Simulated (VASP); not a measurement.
# H6C2O in VASP: a series of runs, part 2 of 2

VASP 6.6.1. The steps go on from the part before.

## Step 4: Single point, PBE+D3(BJ)

The input, INCAR:

```
ALGO     = Normal         # electronic algorithm
EDIFF    = 1E-6           # SCF threshold, eV
ENCUT    = 520            # plane-wave cutoff, eV
GGA      = PE             # functional
ISIF     = 2              # what is computed and relaxed
ISMEAR   = -1             # smearing method
IVDW     = 12             # dispersion correction
LASPH    = True           # aspherical terms in the spheres
LCHARG   = False          # write CHGCAR
LREAL    = Auto         
LWAVE    = False          # write WAVECAR
NBANDS   = 64             # bands
NELM     = 60             # most SCF steps
PREC     = Accurate       # precision mode
SIGMA    = 0.02           # smearing width, eV
```

The input, KPOINTS:

```
k-points
0
Gamma
  1 1 1
```

The input, POSCAR:

```
H6C2O
1.0
    7.5290720000      0.0000000000      0.0000000000
    0.0000000000      7.5290720000      0.0000000000
    0.0000000000      0.0000000000      7.5290720000
C O H
8 4 24
Direct
    0.2937413801      0.6384983435      0.6623923905
    0.4953332894      0.6156137171      0.5996489342
    0.9671577055      0.4901002408      0.2781750526
    0.9846233374      0.6815182535      0.2541083416
   -0.0434980566      0.9243104595      0.6950657398
    0.0651740347      1.0697599917      0.7961140496
    0.4744542222      0.0923619803      0.1146356417
    0.5036344453      0.2538294228      0.2482908916
    0.5221626251      0.4466154660      0.6623259812
    0.8253739638      0.7538777687      0.3003424592
    0.0400314939      1.0813683280      0.9810239562
    0.3256045367      0.2837932749      0.3585036775
    0.4302787913      0.4093864423      0.7634008547
    0.4914417076      0.6658456713      0.4631912140
    0.5622870920      0.7248170824      0.6866583292
    0.2307721323      0.5492310341      0.7776257154
    0.2895177520      0.7600007013      0.7592037903
    0.1844317600      0.6256415133      0.5479958221
    0.7970039336      0.7824868722      0.4160008033
    1.1082773548      0.7510885804      0.3162939603
    1.0136707419      0.7326268098      0.1135199663
    1.1122087822      0.4196134663      0.3007409147
    0.9219197266      0.4616638013      0.4227878283
    0.9272191845      0.4240097584      0.1633136195
    0.0008367565      1.1940781015      1.0128605491
    0.2191239505      1.0321457943      0.7897121983
    0.0697031454      1.1954726957      0.7070194043
   -0.0502983635      0.7913325839      0.7388294334
   -0.1975542271      0.9824318322      0.7010824176
    0.0034399990      0.9146545550      0.5505193734
    0.3377972744      0.1688787144      0.4259223447
    0.6207537928      0.2269071142      0.3346893216
    0.5417931984      0.3988539358      0.1965448066
    0.3629663789      0.0284630031      0.0375212244
    0.6046960369      0.0597019128      0.0437105662
    0.4945363785      0.0058307319      0.2209170001
```

Command:

```console
cat potpaw_PBE.64/C/POTCAR potpaw_PBE.64/O/POTCAR potpaw_PBE.64/H/POTCAR > POTCAR
mpirun -np 1 vasp_gam > vasp.out
```

Run time: 50 s. Hardware: 1 thread of Intel Xeon Platinum 8488C (Sapphire Rapids), shared host; peak memory 0.37 GiB.

The run converged. Its results:

```yaml
Free_energy: -182.9919 eV
Pressure: -3.0 GPa
Largest_force: 6.526 eV/Å
Band_gap_on_the_k_mesh: 4.28 eV
Dispersion_energy_per_atom: -0.033 eV
```

Forces in eV/Å, atoms in the order of the input:
```
C   -2.387  1.560  1.094
C   -4.177  2.466  4.054
C    4.971 -2.115  3.662
C    2.618  2.166 -1.089
C   -2.302  3.346 -1.100
C    3.315 -1.049 -1.951
C    2.185  0.171 -0.108
C   -1.721  2.993 -1.373
O    1.220 -3.545  1.278
O   -2.176  1.539 -2.861
O   -0.173 -1.663 -0.620
O    3.162 -2.171 -0.588
H    2.104  1.395 -2.654
H    0.766 -1.340 -0.590
H    0.127 -1.137 -1.008
H    1.538  0.078 -1.690
H   -0.525 -0.451 -1.995
H    1.734  0.764  1.773
H    0.119  0.317  2.817
H   -1.188 -0.891  0.241
H   -0.550 -0.956  0.721
H   -1.903  1.258 -0.683
H   -0.582 -0.055 -2.006
H   -1.736 -1.123 -1.058
H   -0.833  2.108  0.671
H   -1.708  0.104 -0.388
H   -0.727 -0.821  1.438
H    0.272 -1.143  1.139
H    2.443 -1.181 -0.439
H   -0.480  0.505  1.247
H   -0.770  1.238 -0.239
H   -0.707 -0.342  0.040
H   -1.027 -2.045  0.236
H    0.133  1.806  0.538
H   -0.953  0.712  0.198
H   -0.081 -2.497  1.295
```

Stress tensor (GPa, compression positive):
```
-4.87 -3.39  1.15
-3.39  0.17  0.01
 1.15  0.01 -4.42
```

Levels at points of the mesh, in eV from the valence-band top:
| k point | band 37 | band 38 | band 39 | band 40 | band 41 | band 42 | band 43 | band 44 |
| --- | --- | --- | --- | --- | --- | --- | --- | --- |
| (0.00, 0.00, 0.00) | -0.60 | -0.39 | -0.22 | 0.00 | 4.28 | 5.26 | 5.61 | 5.92 |

Caveat: the k points lie up to 0.83 Å⁻¹ apart; the atoms stand as in a frame of molecular dynamics.

## Step 5: Single point, PBE+D3(BJ)

The input, INCAR:

```
PREC = Accurate
ENCUT = 520
EDIFF = 1E-6
ISMEAR = -1
SIGMA = 0.02
LREAL = Auto
LASPH = True
NELM = 100
ALGO = Normal
ISIF = 2
LWAVE = False
LCHARG = False
GGA = PE
IVDW = 12
NBANDS = 64
```

The input, KPOINTS:

```
regular mesh
0
Gamma
  1 1 1
```

The input, POSCAR:

```
H6C2O
1.0
    7.5290720000      0.0000000000      0.0000000000
    0.0000000000      7.5290720000      0.0000000000
    0.0000000000      0.0000000000      7.5290720000
C O H
8 4 24
Direct
    0.3013651616      0.5863139574      0.7046419532
    0.4553682047      0.5872304050      0.5560844683
    0.9445254342      0.5129981490      0.3134117990
    0.9664670493      0.6934719179      0.2378779217
   -0.0513476296      1.0223039440      0.6632955562
    0.0825334118      1.1179863866      0.7970703428
    0.4079387207      0.0414393700      0.1084994273
    0.4575862736      0.2023622566      0.2204388536
    0.5480622313      0.4308764746      0.6462150980
    0.9145483002      0.8235145048      0.3666454511
    0.0403502583      1.0729741992      0.9873062709
    0.3627804330      0.2282352991      0.3735918583
    0.6583414264      0.4122951673      0.5489919608
    0.3948162536      0.5023195422      0.4558596332
    0.5588338111      0.6895139268      0.5442370587
    0.3153111034      0.6915194861      0.8150008394
    0.1602056668      0.6411414315      0.6603337038
    0.3281280880      0.4404792516      0.7388559971
    0.8832828269      0.9267808835      0.2938210712
    1.1064311777      0.7080686703      0.1951900580
    0.9007218951      0.7067139217      0.1047141002
    1.0606220793      0.3962772570      0.3211418353
    0.9764284363      0.5478762854      0.4573073547
    0.8301554295      0.4295615715      0.2989877106
   -0.0841405156      1.0231539823      1.0011326761
    0.2151261138      1.1035888619      0.7558966098
    0.0931987368      1.2666102808      0.7682221660
   -0.0458887895      0.8820608967      0.6732038158
   -0.1769806425      1.0879295616      0.7372754571
   -0.0423159720      1.0774103369      0.5212063319
    0.3873518543      0.3060802181      0.4788903599
    0.5969925643      0.2311573060      0.1959604052
    0.4272505297      0.3188307935      0.1316762544
    0.2562865649      0.0629692477      0.0855483916
    0.4857039486      0.1190186520     -0.0045291106
    0.4688891274     -0.0842733341      0.1371085308
```

Potentials or basis: VASP PAW PBE potentials, release 64 (C, O, H).

Command:

```console
cat potpaw_PBE.64/C/POTCAR potpaw_PBE.64/O/POTCAR potpaw_PBE.64/H/POTCAR > POTCAR
mpirun -np 1 vasp_gam > vasp.out
```

OUTCAR:

```text
PREC = Accurate
   ENCUT = 520
   EDIFF = 1E-6
   ISMEAR = -1
   LREAL = Auto
   LASPH = True
   NELM = 100
   ISIF = 2
   GGA = PE
   IVDW = 12
 IVDW          = 12

 ion  position               nearest neighbor table
   1  0.301  0.586  0.705-  18 1.15  16 1.15  17 1.19   2 1.61
   2  0.455  0.587  0.556-  14 1.09  15 1.10   9 1.53   1 1.61
   3  0.945  0.513  0.313-  24 1.07  23 1.14  22 1.24   4 1.48
   4  0.966  0.693  0.238-  20 1.11  21 1.12  10 1.43   3 1.48
   5  0.949  0.022  0.663-  28 1.06  30 1.15  29 1.20   6 1.60
   6  0.083  0.118  0.797-  26 1.05  27 1.14  11 1.51   5 1.60
   7  0.408  0.041  0.108-  36 1.07  34 1.17  35 1.19   8 1.52
   8  0.458  0.202  0.220-  32 1.09  33 1.13  12 1.37   7 1.52
   9  0.548  0.431  0.646-  13 1.12   2 1.53
  10  0.915  0.824  0.367-  19 0.98   4 1.43
  11  0.040  0.073  0.987-  25 1.01   6 1.51
  12  0.363  0.228  0.374-  31 1.00   8 1.37
  13  0.658  0.412  0.549-   9 1.12
  14  0.395  0.502  0.456-   2 1.09
  15  0.559  0.690  0.544-   2 1.10
  16  0.315  0.692  0.815-   1 1.15
  17  0.160  0.641  0.660-   1 1.19
[... 17 lines left out ...]
  35  0.486  0.119  0.995-   7 1.19
  36  0.469  0.916  0.137-   7 1.07

  LATTYP: Found a simple cubic cell.
 ALAT       =     7.5290720000

  Lattice vectors:

 A1 = (   7.5290720000,   0.0000000000,   0.0000000000)
 A2 = (   0.0000000000,   7.5290720000,   0.0000000000)
 A3 = (   0.0000000000,   0.0000000000,   7.5290720000)

Analysis of symmetry for initial positions (statically):
=====================================================================
 Subroutine PRICEL returns:
 Original cell was already a primitive cell.

 Routine SETGRP: Setting up the symmetry group for a
 simple cubic supercell.

 Subroutine GETGRP returns: Found  1 space group operations
 (whereof  1 operations were pure point group operations)
 out of a pool of 48 trial point group operations.

The static configuration has the point symmetry C_1 .

Analysis of symmetry for dynamics (positions and initial velocities):
=====================================================================
 Subroutine PRICEL returns:
 Original cell was already a primitive cell.

 Routine SETGRP: Setting up the symmetry group for a
 simple cubic supercell.

 Subroutine GETGRP returns: Found  1 space group operations
 (whereof  1 operations were pure point group operations)
 out of a pool of 48 trial point group operations.

The dynamic configuration has the point symmetry C_1 .

 Subroutine INISYM returns: Found  1 space group operations
 (whereof  1 operations are pure point group operations),
 and found     1 'primitive' translations

----------------------------------------------------------------------------------------

                                     Primitive cell

  volume of cell :     426.7999

  direct lattice vectors                    reciprocal lattice vectors
     7.529072000  0.000000000  0.000000000     0.132818493  0.000000000  0.000000000
     0.000000000  7.529072000  0.000000000     0.000000000  0.132818493  0.000000000
     0.000000000  0.000000000  7.529072000     0.000000000  0.000000000  0.132818493

  length of vectors
     7.529072000  7.529072000  7.529072000     0.132818493  0.132818493  0.132818493

[... 100 lines left out ...]

 Found      1 irreducible k-points:

 Following reciprocal coordinates:
            Coordinates               Weight
  0.000000  0.000000  0.000000      1.000000
   k-points           NKPTS =      1   k-points in BZ     NKDIM =      1   number of bands    NBANDS=     64
   number of dos      NEDOS =    301   number of ions     NIONS =     36
   total plane-waves  NPLWV = 175616
   dimension x,y,z NGX =    56 NGY =   56 NGZ =   56
   dimension x,y,z NGXF=   112 NGYF=  112 NGZF=  112
   ions per type =               8   4  24
   NGX,Y,Z   is equivalent  to a cutoff of  12.37, 12.37, 12.37 a.u.
   NGXF,Y,Z  is equivalent  to a cutoff of  24.73, 24.73, 24.73 a.u.
 SYSTEM =  unknown system
   PREC   = accura    normal or accurate (medium, high low for compatibility)
   ISTART =      0    job   : 0-new  1-cont  2-samecut
   ICHARG =      2    charge: 1-file 2-atom 10-const
   ISPIN  =      1    spin polarized calculation?
   LNONCOLLINEAR =      F non collinear calculations
   LSORBIT =      F    spin-orbit coupling
   LASPH  =      T    aspherical Exc in radial PAW
   ENCUT  =  520.0 eV  38.22 Ry    6.18 a.u.  14.00 14.00 14.00*2*pi/ulx,y,z
   NELM   =    100;   NELMIN=  2; NELMDL= -5     # of ELM steps
   EDIFF  = 0.1E-05   stopping-criterion for ELM
   LREAL  =      T    real-space projection
   EDIFFG = 0.1E-04   stopping-criterion for IOM
   NSW    =      0    number of steps for IOM
   IBRION =     -1    ionic relax: 0-MD 1-quasi-New 2-CG
   NFREE  =      0    steps in history (QN), initial steepest desc. (CG)
   ISIF   =      2    stress and relaxation
   ISYM   =      2    0-nonsym 1-usesym 2-fastsym
   POTIM  = 0.5000    time-step for ionic-motion
   TEBEG  =    0.0;   TEEND  =   0.0 temperature during run
   PSTRESS=    0.0 pullay stress
   NELECT =      80.0000    total number of electrons
   NUPDOWN=      -1.0000    fix difference up-down
   EMIN   =  10.00;   EMAX   =-10.00  energy-range for DOS
   EFERMI =   0.00;   METHOD = LEGACY
   ISMEAR =    -1;   SIGMA  =   0.02  broadening in eV -4-tet -1-fermi 0-gaus
   EFERMI_NEDOS =   21; number of points for ismear=-14 and -15
   IALGO  =     38    algorithm
   IMIX   =      4    mixing-type and parameters
     AMIX     =   0.40;   BMIX     =  1.00
     AMIX_MAG =   1.60;   BMIX_MAG =  1.00
  volume/ion in A,a.u.               =      11.86        80.01
  Fermi-wavevector in a.u.,A,eV,Ry     =   0.936907  1.770498 11.943135  0.877796
  Thomas-Fermi vector in A             =   2.063965
   LORBIT       =      0    0 simple, 1 ext, 2 COOP (PROOUT), +10 PAW based schemes
   GGA     = PE    functional components
   LHFCALC =     F    Hartree Fock is set to
   AEXX    =    0.0000 exact exchange contribution
   IVDW    =    12    specifies the selected vdW correction
   LEPSILON=     F    determine dielectric tensor
   LRPA    =     F    only Hartree local field effects (RPA)
 non-spin polarized calculation
  energy-cutoff  :      520.00
  volume of cell :      426.80
 maximum number of plane-waves:      5730
 NGX is ok and might be reduce to    54
   NGX = 27   NGY = 27   NGZ = 27

 number of electron      80.0000012 magnetization

 Free energy of the ion-electron system (eV)
  ---------------------------------------------------
  ext. energy  EPLUGINS =         0.00000000
  ---------------------------------------------------
  free energy    TOTEN  =      -181.46726570 eV

  energy without entropy =     -181.46726570  energy(sigma->0) =     -181.46726570

 E-fermi :  -2.2967     XC(G=0):  -6.1579

 val. band max:       -2.8001471867   @ k =   0.0000   0.0000   0.0000
 cond. band min:       1.1524381230   @ k =   0.0000   0.0000   0.0000
 fundamental gap:      3.9525853098
 Fermi energy:        -2.2966633662

 k-point     1 :       0.0000    0.0000    0.0000
  band No.  band energies     occupation
      1     -22.9881      2.00000
      2     -22.5924      2.00000
      3     -22.2084      2.00000
      4     -22.0523      2.00000
      5     -15.8795      2.00000
      6     -15.7786      2.00000
[... 44 lines left out ...]
     51       4.4861      0.00000
     52       4.5642      0.00000
 [bands above 52 left out]

------------------------ aborting loop because EDIFF is reached ----------------------------------------

 Edisp (eV)   -1.19564

 E8    (eV) :    -0.2611

  FORCE on cell =-STRESS in cart. coord.  units (eV):
  Direction    XX          YY          ZZ          XY          YZ          ZX
  --------------------------------------------------------------------------------------
  -------------------------------------------------------------------------------------
  Total      -4.79199    -7.21089    -8.87607     0.13120     1.93509     6.76427
  in kB     -17.98879   -27.06920   -33.32013     0.49252     7.26421    25.39259
  external pressure =      -26.13 kB  Pullay stress =        0.00 kB

 VOLUME and BASIS-vectors are now :
 -----------------------------------------------------------------------------
  energy-cutoff  :      520.00
  volume of cell :      426.80
      direct lattice vectors                 reciprocal lattice vectors
     7.529072000  0.000000000  0.000000000     0.132818493  0.000000000  0.000000000
     0.000000000  7.529072000  0.000000000     0.000000000  0.132818493  0.000000000
     0.000000000  0.000000000  7.529072000     0.000000000  0.000000000  0.132818493

 POSITION                                       TOTAL-FORCE (eV/Angst)
 -----------------------------------------------------------------------------------
      2.26900      4.41440      5.30530        -0.701823      2.633281     -0.475609
      3.42850      4.42130      4.18680        -1.376566     -2.251388      3.402882
      7.11140      3.86240      2.35970         3.368052     -2.445120      3.316096
      7.27660      5.22120      1.79100         0.802705     -0.562854     -2.383406
      7.14247      0.16793      4.99400        -0.843401      4.603521      2.101856
      0.62140      0.88833      6.00120        -2.038935      0.703878     -0.800439
[... 28 lines left out ...]
      3.65690      0.89610      7.49497        -1.165949     -2.262534      0.104941
      3.53030      6.89457      1.03230        -0.071727     -0.697452      0.326276
 -----------------------------------------------------------------------------------
    total drift:                                0.003969      0.016470      0.002896

  FREE ENERGIE OF THE ION-ELECTRON SYSTEM (eV)
  ---------------------------------------------------
  free  energy   TOTEN  =      -182.6629079654 eV

  energy  without entropy=     -182.6629079654  energy(sigma->0) =     -182.66290797
```

It took 50 s on 1 thread of Intel Xeon Platinum 8488C (Sapphire Rapids), shared host; peak memory 0.38 GiB.

Results:

```yaml
Free_energy: -182.6629 eV
Pressure: -2.6 GPa
Largest_force: 5.685 eV/Å
Band_gap_on_the_k_mesh: 3.95 eV
Dispersion_energy_per_atom: -0.033 eV
```

Forces on the atoms (eV/Å):
```
C   -0.702  2.633 -0.476
C   -1.377 -2.251  3.403
C    3.368 -2.445  3.316
C    0.803 -0.563 -2.383
C   -0.843  4.604  2.102
C   -2.039  0.704 -0.800
C   -0.468  3.859 -1.490
C   -0.077  1.975 -1.785
O    4.482 -0.132 -3.496
O   -0.419 -0.002 -1.250
O   -0.748  0.042 -1.512
O   -1.362 -0.693  2.592
H   -2.507  0.089  2.875
H    0.063  1.917 -1.712
H   -0.781  0.261 -0.582
H    0.743 -1.475 -0.594
H    1.763 -1.610 -0.044
H   -1.603  1.500  0.603
H    0.074 -0.012  0.540
H    0.146  0.304  0.499
H   -0.404  0.159  0.659
H   -1.364  2.319 -1.394
H   -1.155 -0.534 -0.340
H   -1.174  0.210 -0.150
H    1.500  0.794 -0.911
H    2.050 -1.828  0.559
H   -1.507 -0.601  0.830
H   -0.073 -0.993 -0.052
H    0.916 -1.551 -1.748
H    0.048 -0.613  1.673
H    1.112 -1.085 -1.279
H    1.594 -0.512  1.836
H   -0.850 -0.129 -0.082
H    2.030 -1.380  0.163
H   -1.166 -2.263  0.105
H   -0.072 -0.697  0.326
```

Stress tensor (GPa, compression positive):
```
-1.80  0.05  2.54
 0.05 -2.71  0.73
 2.54  0.73 -3.33
```

Caveat: the k points lie up to 0.83 Å⁻¹ apart; the atoms stand as in a frame of molecular dynamics.

## Step 6: The runs side by side

| cell | gap on the mesh (eV) | pressure (GPa) | largest force (eV/Å) |
| --- | --- | --- | --- |
| as given, atomic positions A | 3.77 | -1.0 | 7.27 |
| as given, atomic positions B | 4.36 | -0.6 | 5.91 |
| as given, atomic positions C | 4.28 | -3.0 | 6.53 |
| as given, atomic positions D | 3.95 | -2.6 | 5.69 |

Alike in all rows: task single point; level PBE+D3(BJ); potentials or basis VASP PAW PBE potentials, release 64 (C, O, H); no spin polarisation; k mesh 1 × 1 × 1; cutoff (eV) 520; smearing fermi-dirac 0.02 eV.

Caveats: all runs use coarse meshes; the atoms stand as in a frame of molecular dynamics (at least some runs).

Absolute energies hang on the potentials; compare differences alone.
